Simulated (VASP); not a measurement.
Crystal: C.

```
C
1.0
     0.00000    1.78339    1.78339
     1.78339    0.00000    1.78339
     1.78339    1.78339    0.00000
C
2
Direct
  0.50000 0.50000 0.50000
  0.75000 0.75000 0.75000
```

Base run:

- Program: VASP 6.6.1
- Functional: PBE
- Potentials or basis: VASP PAW PBE potentials, release 64 (C)
- Cutoff: 520 eV
- k mesh: 14 × 14 × 14
- Occupations: fermi-dirac, width 0.1 eV
- Spin: no spin polarisation

Its results: band gap on the k mesh 4.13 eV, indirect (least direct gap 5.59 eV); pressure 2.4 GPa.

Question: The run is repeated on the same cell with these changes: k mesh from 14 × 14 × 14 to 7 × 7 × 7. What comes out?

Answer: Band gap on the k mesh 4.26 eV, indirect (least direct gap 5.59 eV); pressure 2.5 GPa.

Caveats: some runs use coarse meshes.

A k mesh can miss the band edges.
